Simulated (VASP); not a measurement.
# Ga2O3 (C2/m) in VASP: notebook

Ga2O3 is run at these levels: PBEsol, PBE; tasks: single point.

Everything below comes from runs of VASP 6.6.1. Logs are shortened: lines on timing, memory, paths and dates and some standing lists are left out, and cuts for length are marked.

**1. The cell of the first run**

Symmetry: C2/m, No. 12, monoclinic system. Conventional cell: a = 12.214 Å, b = 3.037 Å, c = 5.798 Å, α = 90.00°, β = 103.83°, γ = 90.00°. Ga (site symmetry m) has 4 O at 1.83 to 1.86 Å within 2.4 Å. Within 2.6 Å of Ga (site symmetry m) lie 6 O at 1.94 to 2.07 Å. O (site symmetry m) has 3 Ga at 1.83 to 1.94 Å within 2.4 Å. O (site symmetry m) has 4 Ga at 1.86 to 2.07 Å within 2.5 Å. Within 2.4 Å of O (site symmetry m) lie 3 Ga at 1.83 to 1.94 Å.

**2. Single point, PBEsol**

Contents of INCAR:

```
ALGO = Normal
EDIFF = 1E-6
ENCUT = 600
GGA = PS
GGA_COMPAT = F
ISIF = 2
ISMEAR = 0
LASPH = T
LCHARG = F
LREAL = F
LWAVE = F
NBANDS = 55
NELM = 120
PREC = Accurate
SIGMA = 0.05
```

Contents of KPOINTS:

```
k-points
0
Gamma
  8 6 8
```

Contents of POSCAR:

```
Ga2O3
1.0
    0.0000000000      3.0371000000      0.0000000000
   -1.3859888959      0.0000000000      5.6300087380
    6.1070000000     -1.5185500000      0.0000000000
Ga O
4 6
Direct
    0.0905000000      0.7946000000      0.1810000000
    0.9095000000      0.2054000000      0.8190000000
    0.6586600000      0.3140200000      0.3173200000
    0.3413400000      0.6859800000      0.6826800000
    0.1645000000      0.1098000000      0.3290000000
    0.8355000000      0.8902000000      0.6710000000
    0.1733000000      0.5632000000      0.3466000000
    0.8267000000      0.4368000000      0.6534000000
    0.4959000000      0.2566000000      0.9918000000
    0.5041000000      0.7434000000      0.0082000000
```

Potentials or basis: VASP PAW PBE potentials, release 64 (Ga_d, O).

Run with:

```
cat potpaw_PBE.64/Ga_d/POTCAR potpaw_PBE.64/O/POTCAR > POTCAR
mpirun -np 1 vasp_std > vasp.out
```

OUTCAR:

```text
EDIFF = 1E-6
   ENCUT = 600
   GGA = PS
   ISIF = 2
   ISMEAR = 0
   LASPH = T
   LREAL = F
   NELM = 120
   PREC = Accurate

 ion  position               nearest neighbor table
   1  0.090  0.795  0.181-  10 1.83  10 1.83   5 1.83   7 1.86
   2  0.910  0.205  0.819-   9 1.83   9 1.83   6 1.83   8 1.86
   3  0.659  0.314  0.317-   9 1.94   5 1.94   5 1.94   8 2.01   7 2.07   7 2.07
   4  0.341  0.686  0.683-  10 1.94   6 1.94   6 1.94   7 2.01   8 2.07   8 2.07
   5  0.164  0.110  0.329-   1 1.83   3 1.94   3 1.94
   6  0.836  0.890  0.671-   2 1.83   4 1.94   4 1.94
   7  0.173  0.563  0.347-   1 1.86   4 2.01   3 2.07   3 2.07
   8  0.827  0.437  0.653-   2 1.86   3 2.01   4 2.07   4 2.07
   9  0.496  0.257  0.992-   2 1.83   2 1.83   3 1.94
  10  0.504  0.743  0.008-   1 1.83   1 1.83   4 1.94

  LATTYP: Found a base centered monoclinic cell.
 ALAT       =    12.2140000000
 B/A-ratio  =     0.2486572785
 C/A-ratio  =     0.4747093499
 COS(beta)  =    -0.2390419096

  Lattice vectors:

 A1 = (   6.1070000000,  -1.5185500000,   0.0000000000)
 A2 = (   6.1070000000,   1.5185500000,   0.0000000000)
 A3 = (  -1.3859888959,   0.0000000000,   5.6300087380)

Analysis of symmetry for initial positions (statically):
=====================================================================
 Subroutine PRICEL returns:
 Original cell was already a primitive cell.

 Routine SETGRP: Setting up the symmetry group for a
 base centered monoclinic supercell.

 Subroutine GETGRP returns: Found  4 space group operations
 (whereof  4 operations were pure point group operations)
 out of a pool of  4 trial point group operations.

The static configuration has the point symmetry C_2h.

Analysis of symmetry for dynamics (positions and initial velocities):
=====================================================================
 Subroutine PRICEL returns:
 Original cell was already a primitive cell.

 Routine SETGRP: Setting up the symmetry group for a
 base centered monoclinic supercell.

 Subroutine GETGRP returns: Found  4 space group operations
 (whereof  4 operations were pure point group operations)
 out of a pool of  4 trial point group operations.

The dynamic configuration has the point symmetry C_2h.

 Subroutine INISYM returns: Found  4 space group operations
 (whereof  4 operations are pure point group operations),
 and found     1 'primitive' translations

[... 116 lines left out ...]
   ISIF   =      2    stress and relaxation
   ISYM   =      2    0-nonsym 1-usesym 2-fastsym
   POTIM  = 0.5000    time-step for ionic-motion
   TEBEG  =    0.0;   TEEND  =   0.0 temperature during run
   PSTRESS=    0.0 pullay stress
   NELECT =      88.0000    total number of electrons
   NUPDOWN=      -1.0000    fix difference up-down
   EMIN   =  10.00;   EMAX   =-10.00  energy-range for DOS
   EFERMI =   0.00;   METHOD = LEGACY
   ISMEAR =     0;   SIGMA  =   0.05  broadening in eV -4-tet -1-fermi 0-gaus
   EFERMI_NEDOS =   21; number of points for ismear=-14 and -15
   IALGO  =     38    algorithm
   IMIX   =      4    mixing-type and parameters
     AMIX     =   0.40;   BMIX     =  1.00
     AMIX_MAG =   1.60;   BMIX_MAG =  1.00
  volume/ion in A,a.u.               =      10.44        70.47
  Fermi-wavevector in a.u.,A,eV,Ry     =   1.546335  2.922150 32.533613  2.391153
  Thomas-Fermi vector in A             =   2.651586
   LORBIT       =      0    0 simple, 1 ext, 2 COOP (PROOUT), +10 PAW based schemes
   GGA     = PS    functional components
   LHFCALC =     F    Hartree Fock is set to
   AEXX    =    0.0000 exact exchange contribution
   IVDW    =     0    specifies the selected vdW correction
   LEPSILON=     F    determine dielectric tensor
   LRPA    =     F    only Hartree local field effects (RPA)
 non-spin polarized calculation
 Gauss-broadening in eV      SIGMA  =   0.05
  energy-cutoff  :      600.00
  volume of cell :      104.42
 maximum number of plane-waves:      3518
   NGX = 13   NGY = 23   NGZ = 25

 number of electron      88.0000012 magnetization

 Free energy of the ion-electron system (eV)
  ---------------------------------------------------
  ext. energy  EPLUGINS =         0.00000000
  ---------------------------------------------------
  free energy    TOTEN  =       -63.89583265 eV

  energy without entropy =      -63.89583265  energy(sigma->0) =      -63.89583265

 E-fermi :   4.0385     XC(G=0): -11.9188

 val. band max:        3.7650411612   @ k =   0.1250   0.5000   0.3750
 cond. band min:       6.1053493588   @ k =   0.0000   0.0000   0.0000
 fundamental gap:      2.3403081976
 Fermi energy:         4.0385128329

 k-point     1 :       0.0000    0.0000    0.0000
  band No.  band energies     occupation
      1     -15.1623      2.00000
      2     -13.9626      2.00000
      3     -13.9292      2.00000
      4     -13.8108      2.00000
      5     -13.3284      2.00000
      6     -13.3140      2.00000
[... 1381 lines left out ...]
     54      14.5694      0.00000
     55      14.8194      0.00000

 [... further k-points ...]

------------------------ aborting loop because EDIFF is reached ----------------------------------------

  FORCE on cell =-STRESS in cart. coord.  units (eV):
  Direction    XX          YY          ZZ          XY          YZ          ZX
  --------------------------------------------------------------------------------------
  -------------------------------------------------------------------------------------
  Total        1.6453524      1.9500676      1.3570779      0.0000000      0.0000000      0.0432025
  in kB       25.2448870     29.9201773     20.8218491      0.0000000      0.0000000      0.6628629
  external PRESSURE =      25.3289711 kB  Pullay stress =       0.0000000 kB

 VOLUME and BASIS-vectors are now :
 -----------------------------------------------------------------------------
  energy-cutoff  :      600.00
  volume of cell :      104.42
      direct lattice vectors                 reciprocal lattice vectors
     0.000000000  3.037100000  0.000000000     0.081873260  0.329261467  0.020155462
    -1.385988896  0.000000000  5.630008738     0.000000000  0.000000000  0.177619618
     6.107000000 -1.518550000  0.000000000     0.163746520  0.000000000  0.040310925

 POSITION                                       TOTAL-FORCE (eV/Angst)
 -----------------------------------------------------------------------------------
      0.00406      0.00000      4.47360         0.056129      0.000000      0.065339
      4.71695      1.51855      1.15640        -0.056129      0.000000     -0.065339
      1.50265      1.51855      1.76794        -0.028662      0.000000      0.038951
      3.21837      0.00000      3.86207         0.028662     -0.000000     -0.038951
      1.85702     -0.00000      0.61817         0.093563      0.000000     -0.064505
      2.86399      1.51855      5.01183        -0.093563      0.000000      0.064505
      1.33610     -0.00000      3.17082         0.006017     -0.000000     -0.045038
      3.38491      1.51855      2.45919        -0.006017      0.000000      0.045038
      5.70128      0.00000      1.44466         0.108303      0.000000      0.026174
     -0.98027      1.51855      4.18535        -0.108303      0.000000     -0.026174
 -----------------------------------------------------------------------------------
    total drift:                               -0.000000      0.000000     -0.000000

  FREE ENERGIE OF THE ION-ELECTRON SYSTEM (eV)
  ---------------------------------------------------
  free  energy   TOTEN  =       -63.8958326546 eV

  energy  without entropy=      -63.8958326546  energy(sigma->0) =      -63.89583265
```

stdout:

```text
POSCAR found type information on POSCAR GaO
 POSCAR found :  2 types and      10 ions
 scaLAPACK will be used
 -----------------------------------------------------------------------------
|                                                                             |
|                                                                             |
|     You enforced a specific xc type in the INCAR file but a different       |
|     I HOPE YOU KNOW WHAT YOU ARE DOING!                                     |
|                                                                             |
 -----------------------------------------------------------------------------

 LDA part: xc-table for (Slater+PW92), standard interpolation
 POSCAR, INCAR and KPOINTS ok, starting setup
 FFT: planning ... GRIDC
 FFT: planning ... GRID_SOFT
 FFT: planning ... GRID
 WAVECAR not read
 entering main loop
```

It took 8.5 min on 1 thread of Intel Xeon Platinum 8488C (Sapphire Rapids), shared host; peak memory 0.64 GiB.

What came out:

| Property | Result |
| --- | --- |
| Free energy | -63.8958 eV |
| Pressure | 2.5 GPa |
| Largest force | 0.114 eV/Å |
| Band gap on the k mesh | 2.34 eV (least direct gap 2.36 eV) |

Forces in eV/Å, atoms in the order of the input:
```
Ga   0.056  0.000  0.065
Ga  -0.056  0.000 -0.065
Ga  -0.029  0.000  0.039
Ga   0.029  0.000 -0.039
O    0.094  0.000 -0.065
O   -0.094  0.000  0.065
O    0.006  0.000 -0.045
O   -0.006  0.000  0.045
O    0.108  0.000  0.026
O   -0.108  0.000 -0.026
```

Stress tensor (GPa, compression positive):
```
2.52 0.00 0.07
0.00 2.99 0.00
0.07 0.00 2.08
```

Levels at points of the mesh, in eV from the valence-band top:
```csv
k point,band 40,band 41,band 42,band 43,band 44,band 45,band 46,band 47,band 48,band 49
"(0.00, 0.00, 0.00)",-0.68,-0.67,-0.48,-0.29,-0.02,2.34,5.64,6.63,6.71,7.66
"(0.50, 0.00, 0.00)",-1.31,-0.77,-0.73,-0.47,-0.12,5.56,6.45,7.18,7.43,7.95
"(0.00, 0.50, 0.00)",-1.43,-0.67,-0.64,-0.50,-0.30,4.73,4.85,6.68,7.16,7.65
"(0.50, 0.50, 0.00)",-1.26,-1.13,-1.07,-0.75,-0.65,6.85,6.88,7.78,7.97,8.37
"(0.00, 0.00, 0.50)",-1.10,-0.68,-0.67,-0.42,-0.16,4.53,4.78,5.70,6.53,7.87
"(0.00, 0.50, 0.50)",-0.71,-0.64,-0.61,-0.60,-0.01,5.15,5.26,6.19,6.50,6.85
```

Caveat: the PAW data sets were made with another functional, which shifts forces and pressure a little. A k mesh can miss the band edges.

**3. Single point, PBE**

Contents of INCAR:

```
PREC = Accurate ; ENCUT = 520
EDIFF = 1E-6 ; ISMEAR = 0
SIGMA = 0.05 ; LREAL = False
LASPH = True ; NELM = 60
ALGO = Normal ; ISIF = 2
LWAVE = False ; LCHARG = False
GGA = PE ; NELECT = 87.0
NBANDS = 55
```

Contents of KPOINTS:

```
Automatic mesh
0
Gamma
  8 6 8
```

POSCAR is that of step 2.

Potentials or basis: VASP PAW PBE potentials, release 64 (Ga_d, O).

Run with:

```
cat potpaw_PBE.64/Ga_d/POTCAR potpaw_PBE.64/O/POTCAR > POTCAR
mpirun -np 1 vasp_std > vasp.out
```

OUTCAR:

```text
PREC = Accurate
   ENCUT = 520
   EDIFF = 1E-6
   ISMEAR = 0
   LREAL = False
   LASPH = True
   NELM = 60
   ISIF = 2
   GGA = PE
   NELECT = 87.0

 ion  position               nearest neighbor table
   1  0.090  0.795  0.181-  10 1.83  10 1.83   5 1.83   7 1.86
   2  0.910  0.205  0.819-   9 1.83   9 1.83   6 1.83   8 1.86
   3  0.659  0.314  0.317-   9 1.94   5 1.94   5 1.94   8 2.01   7 2.07   7 2.07
   4  0.341  0.686  0.683-  10 1.94   6 1.94   6 1.94   7 2.01   8 2.07   8 2.07
   5  0.164  0.110  0.329-   1 1.83   3 1.94   3 1.94
   6  0.836  0.890  0.671-   2 1.83   4 1.94   4 1.94
[... 1615 lines left out ...]
  in kB      -47.0020204    -14.9254359    -77.0757938      0.0000000      0.0000000     15.6121696
  external PRESSURE =     -46.3344167 kB  Pullay stress =       0.0000000 kB

 VOLUME and BASIS-vectors are now :
 -----------------------------------------------------------------------------
  energy-cutoff  :      520.00
  volume of cell :      104.42
      direct lattice vectors                 reciprocal lattice vectors
     0.000000000  3.037100000  0.000000000     0.081873260  0.329261467  0.020155462
    -1.385988896  0.000000000  5.630008738     0.000000000  0.000000000  0.177619618
     6.107000000 -1.518550000  0.000000000     0.163746520  0.000000000  0.040310925

 POSITION                                       TOTAL-FORCE (eV/Angst)
 -----------------------------------------------------------------------------------
      0.00406      0.00000      4.47360         0.545454      0.000000     -0.198070
      4.71695      1.51855      1.15640        -0.545454      0.000000      0.198070
      1.50265      1.51855      1.76794         0.275486     -0.000000      0.557335
      3.21837      0.00000      3.86207        -0.275486      0.000000     -0.557335
      1.85702     -0.00000      0.61817         0.190438      0.000000     -0.111080
      2.86399      1.51855      5.01183        -0.190438     -0.000000      0.111080
      1.33610     -0.00000      3.17082        -0.136310     -0.000000     -0.047560
      3.38491      1.51855      2.45919         0.136310      0.000000      0.047560
      5.70128      0.00000      1.44466         0.378988      0.000000      0.182382
     -0.98027      1.51855      4.18535        -0.378988     -0.000000     -0.182382
 -----------------------------------------------------------------------------------
    total drift:                                0.000000     -0.000000     -0.000000

  FREE ENERGIE OF THE ION-ELECTRON SYSTEM (eV)
  ---------------------------------------------------
  free  energy   TOTEN  =       -63.0776760089 eV

  energy  without entropy=      -63.0696448161  energy(sigma->0) =      -63.07366041
```

Run time: 6.3 min. Hardware: 1 thread of Intel Xeon 6975P-C (Granite Rapids), shared host; peak memory 0.54 GiB.

Results:

- Free energy: -63.0777 eV
- Largest force: 0.622 eV/Å

Forces in eV/Å, atoms in the order of the input:
```
Ga   0.545  0.000 -0.198
Ga  -0.545  0.000  0.198
Ga   0.275  0.000  0.557
Ga  -0.275  0.000 -0.557
O    0.190  0.000 -0.111
O   -0.190  0.000  0.111
O   -0.136  0.000 -0.048
O    0.136  0.000  0.048
O    0.379  0.000  0.182
O   -0.379  0.000 -0.182
```

Levels at points of the mesh, in eV from the Fermi level:
```
           k point  band 39  band 40  band 41  band 42  band 43  band 44  band 45  band 46  band 47  band 48
(0.00, 0.00, 0.00)    -0.65    -0.20    -0.15    -0.04    -0.03     0.14     3.07     6.34     7.38     7.41
(0.50, 0.00, 0.00)    -1.27    -0.86    -0.36    -0.32    -0.10    -0.06     6.43     7.22     7.85     8.18
(0.00, 0.50, 0.00)    -1.10    -0.99    -0.44    -0.10    -0.08    -0.04     5.37     5.48     7.33     7.91
(0.50, 0.50, 0.00)    -1.02    -0.88    -0.71    -0.70    -0.48    -0.40     7.62     7.62     8.43     8.65
(0.00, 0.00, 0.50)    -0.80    -0.73    -0.21    -0.17    -0.08    -0.03     5.17     5.41     6.56     7.19
(0.00, 0.50, 0.50)    -0.53    -0.32    -0.26    -0.15    -0.15     0.20     5.75     5.91     6.90     7.20
```

Caveat: the cell carries a net charge on a neutralising background, which shifts energy and pressure; the cell is charged against a uniform background, so pressure and absolute levels hang on convention; an odd number of electrons without spin polarisation forces a metal; a magnetic or distorted state may lie lower.

**4. Single point, PBE**

Contents of INCAR:

```
PREC     = Accurate       # precision mode
ENCUT    = 520            # plane-wave cutoff, eV
EDIFF    = 1E-7           # SCF threshold, eV
ISMEAR   = 0              # smearing method
SIGMA    = 0.05           # smearing width, eV
LREAL    = False          # projectors in reciprocal space
LASPH    = True           # aspherical terms in the spheres
NELM     = 100            # most SCF steps
ALGO     = Normal         # electronic algorithm
ISIF     = 2              # what is computed and relaxed
LWAVE    = False          # write WAVECAR
LCHARG   = False          # write CHGCAR
GGA      = PE             # functional
NBANDS   = 55             # bands
NELECT   = 89.0
```

KPOINTS is that of step 3.

POSCAR is that of step 3.

Potentials or basis: VASP PAW PBE potentials, release 64 (Ga_d, O).

Run with:

```
cat potpaw_PBE.64/Ga_d/POTCAR potpaw_PBE.64/O/POTCAR > POTCAR
mpirun -np 1 vasp_std > vasp.out
```

OUTCAR:

```text
PREC = Accurate
   ENCUT = 520
   EDIFF = 1E-7
   ISMEAR = 0
   LREAL = False
   LASPH = True
   NELM = 100
   ISIF = 2
   GGA = PE
   NELECT = 89.0

 ion  position               nearest neighbor table
   1  0.090  0.795  0.181-  10 1.83  10 1.83   5 1.83   7 1.86
   2  0.910  0.205  0.819-   9 1.83   9 1.83   6 1.83   8 1.86
   3  0.659  0.314  0.317-   9 1.94   5 1.94   5 1.94   8 2.01   7 2.07   7 2.07
   4  0.341  0.686  0.683-  10 1.94   6 1.94   6 1.94   7 2.01   8 2.07   8 2.07
   5  0.164  0.110  0.329-   1 1.83   3 1.94   3 1.94
   6  0.836  0.890  0.671-   2 1.83   4 1.94   4 1.94
[... 1615 lines left out ...]
  in kB      385.6356767    380.1734270    389.3302979      0.0000000      0.0000000      0.0109556
  external PRESSURE =     385.0464672 kB  Pullay stress =       0.0000000 kB

 VOLUME and BASIS-vectors are now :
 -----------------------------------------------------------------------------
  energy-cutoff  :      520.00
  volume of cell :      104.42
      direct lattice vectors                 reciprocal lattice vectors
     0.000000000  3.037100000  0.000000000     0.081873260  0.329261467  0.020155462
    -1.385988896  0.000000000  5.630008738     0.000000000  0.000000000  0.177619618
     6.107000000 -1.518550000  0.000000000     0.163746520  0.000000000  0.040310925

 POSITION                                       TOTAL-FORCE (eV/Angst)
 -----------------------------------------------------------------------------------
      0.00406      0.00000      4.47360         0.422644     -0.000000      0.115595
      4.71695      1.51855      1.15640        -0.422644      0.000000     -0.115595
      1.50265      1.51855      1.76794         0.094439     -0.000000      0.076980
      3.21837      0.00000      3.86207        -0.094439      0.000000     -0.076980
      1.85702     -0.00000      0.61817         0.262971      0.000000      0.161455
      2.86399      1.51855      5.01183        -0.262971     -0.000000     -0.161455
      1.33610     -0.00000      3.17082         0.052832      0.000000     -0.342043
      3.38491      1.51855      2.45919        -0.052832     -0.000000      0.342043
      5.70128      0.00000      1.44466         0.634598      0.000000      0.162750
     -0.98027      1.51855      4.18535        -0.634598      0.000000     -0.162750
 -----------------------------------------------------------------------------------
    total drift:                                0.000000     -0.000000     -0.000000

  FREE ENERGIE OF THE ION-ELECTRON SYSTEM (eV)
  ---------------------------------------------------
  free  energy   TOTEN  =       -51.1133549913 eV

  energy  without entropy=      -51.1119363439  energy(sigma->0) =      -51.11264567
```

stdout:

```text
POSCAR found type information on POSCAR GaO
 POSCAR found :  2 types and      10 ions
 scaLAPACK will be used
 LDA part: xc-table for (Slater+PW92), standard interpolation
 POSCAR, INCAR and KPOINTS ok, starting setup
 FFT: planning ... GRIDC
 FFT: planning ... GRID_SOFT
 FFT: planning ... GRID
 WAVECAR not read
 entering main loop
 the old and the new charge density differ
 old charge density:    88.00000 new   89.00000
    0.187E+01
```

Wall time 7.1 min (1 thread of Intel Xeon 6975P-C (Granite Rapids), shared host); peak memory 0.54 GiB.

What came out:

| Property | Result |
| --- | --- |
| Free energy | -51.1134 eV |
| Largest force | 0.655 eV/Å |

Forces on the atoms (eV/Å):
```
Ga   0.423  0.000  0.116
Ga  -0.423  0.000 -0.116
Ga   0.094  0.000  0.077
Ga  -0.094  0.000 -0.077
O    0.263  0.000  0.161
O   -0.263  0.000 -0.161
O    0.053  0.000 -0.342
O   -0.053  0.000  0.342
O    0.635  0.000  0.163
O   -0.635  0.000 -0.163
```

Caveat: the cell carries a net charge on a neutralising background, which shifts energy and pressure; the cell is charged against a uniform background, so pressure and absolute levels hang on convention; an odd number of electrons without spin polarisation forces a metal; a magnetic or distorted state may lie lower.
